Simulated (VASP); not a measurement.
# Al (P3_121) in VASP: relaxation of cell and atoms with PBEsol

Aim: the relaxation of cell and atoms of Al with PBEsol.

Program: VASP 6.6.1. These are calculated values, not measurements. Logs are shortened: lines on timing, memory, paths and dates and some standing lists are left out, and cuts for length are marked.

### 1 The cell of the first run

It takes space group P3_121 (No. 152, trigonal). Conventional cell: a = 3.716 Å, b = 3.716 Å, c = 4.216 Å, α = 90.00°, β = 90.00°, γ = 120.00°. Within 2.7 Å of Al (site symmetry 2) lie 2 Al at 2.02 Å.

### 2 Relaxation of cell and atoms, PBEsol

Contents of INCAR:

```
SYSTEM = Al
  PREC = Accurate
  ENCUT = 600
  EDIFF = 1E-6
  ISMEAR = 0
  SIGMA = 0.1
  LREAL = .False.
  LASPH = .True.
  NELM = 100
  ALGO = Fast
  ISIF = 3
  LWAVE = .False.
  LCHARG = .False.
  GGA = PS
  IBRION = 2
  NSW = 90
  EDIFFG = -0.04
```

Contents of KPOINTS:

```
regular mesh
0
Gamma
  6 6 4
  0 0 0
```

Contents of POSCAR:

```
Al
1.0
    3.7157348468      0.0000000000      0.0000000000
   -1.8578674235      3.2179207711      0.0000000000
    0.0000000000      0.0000000000      4.2156255675
Al
3
Direct
    0.2254000000      0.0000000000      0.3333333333
    0.0000000000      0.2254000000      0.6666666667
    0.7746000000      0.7746000000      0.0000000000
```

Potentials or basis: VASP PAW PBE potentials, release 64 (Al).

Launch:

```console
$ cat potpaw_PBE.64/Al/POTCAR > POTCAR
$ mpirun -np 1 vasp_std > vasp.out
```

OUTCAR:

```text
SYSTEM = Al
   PREC = Accurate
   ENCUT = 600
   EDIFF = 1E-6
   ISMEAR = 0
   LREAL = .False.
   LASPH = .True.
   NELM = 100
   ISIF = 3
   GGA = PS
   IBRION = 2
   NSW = 90
   EDIFFG = -0.04

 ion  position               nearest neighbor table
   1  0.225  0.000  0.333-   3 2.02   2 2.02   3 2.92   3 2.92   2 2.92   2 2.92   2 3.16   3 3.16

   2  0.000  0.225  0.667-   3 2.02   1 2.02   3 2.92   3 2.92   1 2.92   1 2.92   1 3.16   3 3.16

   3  0.775  0.775  0.000-   1 2.02   2 2.02   2 2.92   1 2.92   1 2.92   2 2.92   1 3.16   2 3.16

  LATTYP: Found a hexagonal cell.
 ALAT       =     3.7157348468
 C/A-ratio  =     1.1345334749

  Lattice vectors:

 A1 = (   3.7157348468,   0.0000000000,   0.0000000000)
 A2 = (  -1.8578674235,   3.2179207711,   0.0000000000)
 A3 = (   0.0000000000,   0.0000000000,   4.2156255675)

Analysis of symmetry for initial positions (statically):
=====================================================================
 Subroutine PRICEL returns:
 Original cell was already a primitive cell.

 Routine SETGRP: Setting up the symmetry group for a
 hexagonal supercell.

 Subroutine GETGRP returns: Found  6 space group operations
 (whereof  2 operations were pure point group operations)
 out of a pool of 24 trial point group operations.

The static configuration has the point symmetry C_2 .
 The point group associated with its full space group is D_3 .

Analysis of symmetry for dynamics (positions and initial velocities):
=====================================================================
 Subroutine PRICEL returns:
 Original cell was already a primitive cell.

 Routine SETGRP: Setting up the symmetry group for a
 hexagonal supercell.

 Subroutine GETGRP returns: Found  6 space group operations
 (whereof  2 operations were pure point group operations)
 out of a pool of 24 trial point group operations.

The dynamic configuration has the point symmetry C_2 .
 The point group associated with its full space group is D_3 .

 Subroutine INISYM returns: Found  6 space group operations
 (whereof  2 operations are pure point group operations),
 and found     1 'primitive' translations

----------------------------------------------------------------------------------------

                                     Primitive cell

  volume of cell :      50.4060

  direct lattice vectors                    reciprocal lattice vectors
     3.715734847  0.000000000  0.000000000     0.269125770  0.155379835  0.000000000
    -1.857867423  3.217920771  0.000000000     0.000000000  0.310759671  0.000000000
     0.000000000  0.000000000  4.215625568     0.000000000  0.000000000  0.237212718

  length of vectors
     3.715734847  3.715734847  4.215625568     0.310759671  0.310759671  0.237212718

  position of ions in fractional coordinates (direct lattice)
     0.225400000  0.000000000  0.333333333
     0.000000000  0.225400000  0.666666667
     0.774600000  0.774600000  0.000000000

  ion indices of the primitive-cell ions
   primitive index   ion index
                 1           1
                 2           2
                 3           3

----------------------------------------------------------------------------------------

 KPOINTS: regular mesh

Automatic generation of k-mesh.
 Grid dimensions read from file:
 generate k-points for:    6    6    4

 Generating k-lattice:

  Cartesian coordinates                     Fractional coordinates (reciprocal lattice)
     0.044854295  0.025896639  0.000000000     0.166666667  0.000000000  0.000000000
     0.000000000  0.051793278  0.000000000     0.000000000  0.166666667  0.000000000
     0.000000000  0.000000000  0.059303180     0.000000000  0.000000000  0.250000000

  Length of vectors
     0.051793278  0.051793278  0.059303180

  Shift w.r.t. Gamma in fractional coordinates (k-lattice)
     0.000000000  0.000000000  0.000000000

 Subroutine IBZKPT returns following result:
 ===========================================

 Found     24 irreducible k-points:

 Following reciprocal coordinates:
            Coordinates               Weight
  0.000000  0.000000  0.000000      1.000000
  0.166667  0.000000  0.000000      6.000000
  0.333333  0.000000  0.000000      6.000000
  0.500000  0.000000  0.000000      3.000000
  0.166667  0.166667  0.000000      6.000000
  0.333333  0.166667  0.000000     12.000000
[... 16 lines left out ...]
  0.333333  0.166667  0.500000     12.000000
  0.333333  0.333333  0.500000      2.000000
   k-points           NKPTS =     24   k-points in BZ     NKDIM =     24   number of bands    NBANDS=      8
   number of dos      NEDOS =    301   number of ions     NIONS =      3
   total plane-waves  NPLWV =  32400
   dimension x,y,z NGX =    30 NGY =   30 NGZ =   36
   dimension x,y,z NGXF=    60 NGYF=   60 NGZF=   72
   ions per type =               3
   NGX,Y,Z   is equivalent  to a cutoff of  13.42, 13.42, 14.20 a.u.
   NGXF,Y,Z  is equivalent  to a cutoff of  26.84, 26.84, 28.39 a.u.
 SYSTEM =  Al
   PREC   = accura    normal or accurate (medium, high low for compatibility)
   ISTART =      0    job   : 0-new  1-cont  2-samecut
   ICHARG =      2    charge: 1-file 2-atom 10-const
   ISPIN  =      1    spin polarized calculation?
   LNONCOLLINEAR =      F non collinear calculations
   LSORBIT =      F    spin-orbit coupling
   LASPH  =      T    aspherical Exc in radial PAW
   ENCUT  =  600.0 eV  44.10 Ry    6.64 a.u.   7.42  7.42  8.42*2*pi/ulx,y,z
   NELM   =    100;   NELMIN=  2; NELMDL= -5     # of ELM steps
   EDIFF  = 0.1E-05   stopping-criterion for ELM
   LREAL  =      F    real-space projection
   EDIFFG = -.4E-01   stopping-criterion for IOM
   NSW    =     90    number of steps for IOM
   IBRION =      2    ionic relax: 0-MD 1-quasi-New 2-CG
   NFREE  =      1    steps in history (QN), initial steepest desc. (CG)
   ISIF   =      3    stress and relaxation
   ISYM   =      2    0-nonsym 1-usesym 2-fastsym
   POTIM  = 0.5000    time-step for ionic-motion
   TEBEG  =    0.0;   TEEND  =   0.0 temperature during run
   PSTRESS=    0.0 pullay stress
   NELECT =       9.0000    total number of electrons
   NUPDOWN=      -1.0000    fix difference up-down
   EMIN   =  10.00;   EMAX   =-10.00  energy-range for DOS
   EFERMI =   0.00;   METHOD = LEGACY
   ISMEAR =     0;   SIGMA  =   0.10  broadening in eV -4-tet -1-fermi 0-gaus
   EFERMI_NEDOS =   21; number of points for ismear=-14 and -15
   IALGO  =     68    algorithm
   IMIX   =      4    mixing-type and parameters
     AMIX     =   0.40;   BMIX     =  1.00
     AMIX_MAG =   1.60;   BMIX_MAG =  1.00
  volume/ion in A,a.u.               =      16.80       113.39
  Fermi-wavevector in a.u.,A,eV,Ry     =   0.921853  1.742049 11.562405  0.849813
  Thomas-Fermi vector in A             =   2.047315
   LORBIT       =      0    0 simple, 1 ext, 2 COOP (PROOUT), +10 PAW based schemes
   GGA     = PS    functional components
   LHFCALC =     F    Hartree Fock is set to
   AEXX    =    0.0000 exact exchange contribution
   IVDW    =     0    specifies the selected vdW correction
   LEPSILON=     F    determine dielectric tensor
   LRPA    =     F    only Hartree local field effects (RPA)
 conjugate gradient relaxation of ions
 non-spin polarized calculation
 RMM-DIIS sequential band-by-band and
 Gauss-broadening in eV      SIGMA  =   0.10
  energy-cutoff  :      600.00
  volume of cell :       50.41
 maximum number of plane-waves:      1701
 NGX is ok and might be reduce to    30
   NGX = 15   NGY = 15   NGZ = 17

--------------------------------------- Ionic step        1  -------------------------------------------

 number of electron       9.0000000 magnetization

 Free energy of the ion-electron system (eV)
  ---------------------------------------------------
  ext. energy  EPLUGINS =         0.00000000
  ---------------------------------------------------
  free energy    TOTEN  =        -6.24193179 eV

  energy without entropy =       -6.23727589  energy(sigma->0) =       -6.23960384

 E-fermi :   7.2427     XC(G=0): -10.0451

 val. band max:        7.1510348494   @ k =   0.1667   0.1667   0.5000
 cond. band min:       7.2965294926   @ k =   0.1667   0.1667   0.5000
 fundamental gap:      0.1454946432
 Fermi energy:         7.2426770407

 k-point     1 :       0.0000    0.0000    0.0000
  band No.  band energies     occupation
      1      -3.5203      2.00000
      2       4.3674      2.00000
      3       4.3674      2.00000
      4       8.1499      0.00000
      5       9.2708      0.00000
      6       9.2708      0.00000
      7      11.3138      0.00000
      8      11.3143      0.00000
[... 285 lines left out ...]
  energy  without entropy=       -6.2372758909  energy(sigma->0) =       -6.23960384

--------------------------------------- Ionic step        2  -------------------------------------------

 number of electron       9.0000000 magnetization

 E-fermi :   2.8614     XC(G=0):  -8.2027

 val. band max:        2.8349636572   @ k =   0.3333   0.3333   0.0000
 cond. band min:       2.9110842389   @ k =   0.1667   0.0000   0.5000
 fundamental gap:      0.0761205817
 Fermi energy:         2.8613546375

 k-point     1 :       0.0000    0.0000    0.0000
  band No.  band energies     occupation
      1      -4.8477      2.00000
      2      -0.5035      2.00000
      3      -0.5035      2.00000
      4       5.0289      0.00000
      5       5.0289      0.00000
      6       5.2522      0.00000
      7       6.7944      0.00000
      8       6.7999      0.00000
[... 318 lines left out ...]
  FREE ENERGIE OF THE ION-ELECTRON SYSTEM (eV)
  ---------------------------------------------------
  free  energy   TOTEN  =       -10.7638296668 eV

  energy  without entropy=      -10.7559846569  energy(sigma->0) =      -10.75990716

[... ionic steps 4 to 10 ...]

--------------------------------------- Ionic step       11  -------------------------------------------

 number of electron       9.0000000 magnetization

------------------------ aborting loop because EDIFF is reached ----------------------------------------

  FORCE on cell =-STRESS in cart. coord.  units (eV):
  Direction    XX          YY          ZZ          XY          YZ          ZX
  --------------------------------------------------------------------------------------
  -------------------------------------------------------------------------------------
  Total       -0.0518506     -0.0518506     -0.2238412      0.0000000     -0.0000000      0.0000000
  in kB       -1.3995138     -1.3995138     -6.0417653      0.0000000     -0.0000000      0.0000000
  external PRESSURE =      -2.9469310 kB  Pullay stress =       0.0000000 kB
[... 59 lines left out ...]
  energy  without entropy=      -11.1513052464  energy(sigma->0) =      -11.15381282

--------------------------------------- Ionic step       13  -------------------------------------------

 number of electron       9.0000000 magnetization

 Free energy of the ion-electron system (eV)
  ---------------------------------------------------
  ext. energy  EPLUGINS =         0.00000000
  ---------------------------------------------------
  free energy    TOTEN  =       -11.15677114 eV

  energy without entropy =      -11.15088221  energy(sigma->0) =      -11.15382667

 E-fermi :   5.6789     XC(G=0):  -9.5718

 val. band max:        5.6371121095   @ k =   0.3333   0.0000   0.2500
 cond. band min:       5.7354507547   @ k =   0.0000   0.3333   0.2500
 fundamental gap:      0.0983386453
 Fermi energy:         5.6788776396

 k-point     1 :       0.0000    0.0000    0.0000
  band No.  band energies     occupation
      1      -3.8741      2.00000
      2       2.9883      2.00000
      3       2.9883      2.00000
      4       7.8888      0.00000
      5       7.8959      0.00000
      6       7.8959      0.00000
      7       7.9030      0.00000
      8      10.7852      0.00000
[... 281 lines left out ...]
  FREE ENERGIE OF THE ION-ELECTRON SYSTEM (eV)
  ---------------------------------------------------
  free  energy   TOTEN  =       -11.1567711362 eV

  energy  without entropy=      -11.1508822121  energy(sigma->0) =      -11.15382667

 reached required accuracy - stopping structural energy minimisation
```

It took 3.3 min on 1 thread of Intel Xeon 8259CL, shared host; peak memory 0.18 GiB.

What came out:

| Item | Value |
| --- | --- |
| Free energy | -11.1568 eV |
| Relaxed volume | 19.70 Å³/atom |
| Relaxed cell | a = 3.871 Å, b = 3.871 Å, c = 4.554 Å, α = 90.00°, β = 90.00°, γ = 120.00° |
| Space group after relaxing (to 0.1 Å) | R-3m (No. 166) |
| Energy gained by relaxing | 1638.3 meV/atom |
| Ionic steps | 13 |
| Pressure after relaxing | 0.0 GPa |
| Largest force after relaxing | 0.009 eV/Å |
| Band gap on the k mesh | zero (an odd number of electrons rules out a gap without spin polarisation) |

Forces in eV/Å, atoms in the order of the input:
```
Al  -0.009  0.000  0.000
Al   0.005 -0.008  0.000
Al   0.005  0.008  0.000
```

Step by step:
| step | energy change (eV) | largest force (eV/Å) | pressure (GPa) | volume (Å³) |
| --- | --- | --- | --- | --- |
| 1 | 0.0000 | 9.4180 | 42.24 | 50.41 |
| 2 | -3.5059 | 0.0067 | -10.00 | 89.33 |
| 3 | -4.5219 | 0.6674 | -5.46 | 68.75 |
| 4 | -4.5267 | 0.7325 | -5.09 | 68.22 |
| 5 | -4.5284 | 0.8780 | -4.27 | 67.15 |
| 6 | -4.7271 | 0.7793 | -1.96 | 62.48 |
| 7 | -4.8235 | 0.5151 | 2.81 | 56.96 |
| 8 | -4.8996 | 0.0983 | 1.64 | 57.60 |
| 9 | -4.9082 | 0.0888 | 1.18 | 57.94 |
| 10 | -4.9083 | 0.0723 | 1.21 | 57.91 |
| 11 | -4.9143 | 0.0107 | -0.29 | 59.36 |
| 12 | -4.9144 | 0.0179 | -0.11 | 59.18 |
| 13 | -4.9148 | 0.0093 | -0.04 | 59.10 |

Final structure:
```
Al
1.0
     3.87102    0.00000    0.00000
    -1.93551    3.35240    0.00000
     0.00000    0.00000    4.55406
Al
3
Direct
  0.33373 0.00000 0.33333
  0.00000 0.33373 0.66667
  0.66627 0.66627 0.00000
```

Caveat: the k points lie up to 0.34 Å⁻¹ apart in the final cell, too coarse for converged energies and pressures of a metal; the volume moved by over 15 % at a fixed basis, so the end points are rough; the PAW data sets were made with another functional, which shifts forces and pressure a little.

The gap in the log of VASP goes by the Fermi energy; the results here count the filled bands.